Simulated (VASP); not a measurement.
# PbO2 (Fm-3m) in VASP: further runs, part 2 of 2

VASP 6.6.1. Earlier steps stand in the parts before.

### Step 4. Single point, PBEsol

This run uses another cell than the first one, of 13.15 Å³/atom, 1.333 times its volume.

File INCAR:

```
SYSTEM = PbO2
PREC = Accurate ; ENCUT = 520
EDIFF = 1E-6 ; ISMEAR = -1
SIGMA = 0.05 ; LREAL = .False.
LASPH = .True. ; NELM = 80
ALGO = Normal ; ISIF = 2
LWAVE = .False. ; LCHARG = .False.
GGA = PS ; NBANDS = 20
```

File KPOINTS:

```
regular mesh
0
Gamma
  12 12 12
  0 0 0
```

File POSCAR:

```
PbO2
1.0
    0.0000000000      2.7019920000      2.7019920000
    2.7019920000      0.0000000000      2.7019920000
    2.7019920000      2.7019920000      0.0000000000
Pb O
1 2
Direct
    0.0000000000      0.0000000000      0.0000000000
    0.2500000000      0.2500000000      0.2500000000
    0.7500000000      0.7500000000      0.7500000000
```

Potentials or basis: VASP PAW PBE potentials, release 64 (Pb_d, O).

The run is started by

```sh
cat potpaw_PBE.64/Pb_d/POTCAR potpaw_PBE.64/O/POTCAR > POTCAR
mpirun -np 1 vasp_std > vasp.out
```

OUTCAR:

```text
SYSTEM = PbO2
   PREC = Accurate
   ENCUT = 520
   EDIFF = 1E-6
   ISMEAR = -1
   LREAL = .False.
   LASPH = .True.
   NELM = 80
   ISIF = 2
   GGA = PS

 ion  position               nearest neighbor table
   1  0.000  0.000  0.000-   3 2.34   3 2.34   3 2.34   2 2.34   2 2.34   2 2.34   3 2.34   2 2.34

   2  0.250  0.250  0.250-   1 2.34   1 2.34   1 2.34   1 2.34
   3  0.750  0.750  0.750-   1 2.34   1 2.34   1 2.34   1 2.34

  LATTYP: Found a face centered cubic cell.
 ALAT       =     5.4039840000

  Lattice vectors:

 A1 = (   0.0000000000,   2.7019920000,   2.7019920000)
 A2 = (   2.7019920000,   0.0000000000,   2.7019920000)
 A3 = (   2.7019920000,   2.7019920000,   0.0000000000)

Analysis of symmetry for initial positions (statically):
=====================================================================
 Subroutine PRICEL returns:
 Original cell was already a primitive cell.

 Routine SETGRP: Setting up the symmetry group for a
 face centered cubic supercell.

 Subroutine GETGRP returns: Found 48 space group operations
 (whereof 48 operations were pure point group operations)
 out of a pool of 48 trial point group operations.

[... 162 lines left out ...]

 E-fermi :   5.5090     XC(G=0): -11.4198

 val. band max:        5.5047562500   @ k =  -0.2500   0.5000   0.2500
 cond. band min:       5.6727011533   @ k =   0.1667   0.0833   0.0000
 fundamental gap:      0.1679449033
 Fermi energy:         5.5089619657

 k-point     1 :       0.0000    0.0000    0.0000
  band No.  band energies     occupation
      1     -12.9802      2.00000
      2     -10.1373      2.00000
      3     -10.1373      2.00000
      4     -10.1373      2.00000
      5     -10.0967      2.00000
      6      -9.8927      2.00000
[... 541 lines left out ...]
     19      20.4910      0.00000
     20      22.8720      0.00000

 [... further k-points ...]

------------------------ aborting loop because EDIFF is reached ----------------------------------------

  FORCE on cell =-STRESS in cart. coord.  units (eV):
  Direction    XX          YY          ZZ          XY          YZ          ZX
  --------------------------------------------------------------------------------------
  -------------------------------------------------------------------------------------
  Total       -1.3890906     -1.3890906     -1.3890906      0.0000000     -0.0000000      0.0000000
  in kB      -56.4103750    -56.4103750    -56.4103750      0.0000000     -0.0000000      0.0000000
  external PRESSURE =     -56.4103750 kB  Pullay stress =       0.0000000 kB

 VOLUME and BASIS-vectors are now :
 -----------------------------------------------------------------------------
  energy-cutoff  :      520.00
  volume of cell :       39.45
      direct lattice vectors                 reciprocal lattice vectors
     0.000000000  2.701992000  2.701992000    -0.185048660  0.185048660  0.185048660
     2.701992000  0.000000000  2.701992000     0.185048660 -0.185048660  0.185048660
     2.701992000  2.701992000  0.000000000     0.185048660  0.185048660 -0.185048660

 POSITION                                       TOTAL-FORCE (eV/Angst)
 -----------------------------------------------------------------------------------
      0.00000      0.00000      0.00000        -0.000000      0.000000      0.000000
      1.35100      1.35100      1.35100         0.000000      0.000000      0.000000
      4.05299      4.05299      4.05299        -0.000000     -0.000000     -0.000000
 -----------------------------------------------------------------------------------
    total drift:                                0.000000      0.000000      0.000000

  FREE ENERGIE OF THE ION-ELECTRON SYSTEM (eV)
  ---------------------------------------------------
  free  energy   TOTEN  =       -16.7699965872 eV

  energy  without entropy=      -16.7651073522  energy(sigma->0) =      -16.76755197
```

OSZICAR:

```text
N       E                     dE             d eps       ncg     rms          rms(c)
DAV:   1     0.267265531259E+03    0.26727E+03   -0.13702E+04  2896   0.159E+03
DAV:   2     0.565842413955E+01   -0.26161E+03   -0.24884E+03  3104   0.425E+02
DAV:   3    -0.183751432668E+02   -0.24034E+02   -0.23567E+02  3356   0.132E+02
DAV:   4    -0.191086128727E+02   -0.73347E+00   -0.73251E+00  3276   0.233E+01
DAV:   5    -0.191300319935E+02   -0.21419E-01   -0.21417E-01  3760   0.424E+00    0.865E+00
DAV:   6    -0.168162062833E+02    0.23138E+01   -0.94584E+00  4348   0.388E+01    0.292E+00
DAV:   7    -0.167886622951E+02    0.27544E-01   -0.49564E-01  3144   0.724E+00    0.166E+00
DAV:   8    -0.167786630694E+02    0.99992E-02   -0.16298E-01  3136   0.366E+00    0.783E-01
DAV:   9    -0.167695192577E+02    0.91438E-02   -0.25494E-02  4020   0.172E+00    0.150E-01
DAV:  10    -0.167699463845E+02   -0.42713E-03   -0.35444E-03  3124   0.428E-01    0.508E-02
DAV:  11    -0.167699951847E+02   -0.48800E-04   -0.89133E-05  3324   0.748E-02    0.274E-02
DAV:  12    -0.167699966267E+02   -0.14420E-05   -0.35207E-05  3364   0.435E-02    0.640E-03
DAV:  13    -0.167699965872E+02    0.39513E-07   -0.19794E-06  2864   0.103E-02
   1 F= -.16769997E+02 E0= -.16767552E+02  d E =-.488924E-02
```

stdout:

```text
POSCAR found type information on POSCAR PbO
 POSCAR found :  2 types and       3 ions
 scaLAPACK will be used
 -----------------------------------------------------------------------------
|                                                                             |
|                                                                             |
|     You enforced a specific xc type in the INCAR file but a different       |
|     I HOPE YOU KNOW WHAT YOU ARE DOING!                                     |
|                                                                             |
 -----------------------------------------------------------------------------

 LDA part: xc-table for (Slater+PW92), standard interpolation
 POSCAR, INCAR and KPOINTS ok, starting setup
 FFT: planning ... GRIDC
 FFT: planning ... GRID_SOFT
 FFT: planning ... GRID
 WAVECAR not read
 entering main loop
```

It used 58 s of CPU time on 1 thread of AMD EPYC 7R13 Processor (Zen 3) (shared host).

Results:

* Free energy: -16.7700 eV
* Pressure: -5.6 GPa
* Band gap on the k mesh: zero (band 13 reaches 5.50 eV, above the bottom of band 14 at 4.27 eV)

Caveat: the PAW data sets were made with another functional, which shifts forces and pressure a little; spin-orbit coupling is left out, which moves the levels of the heavy elements.
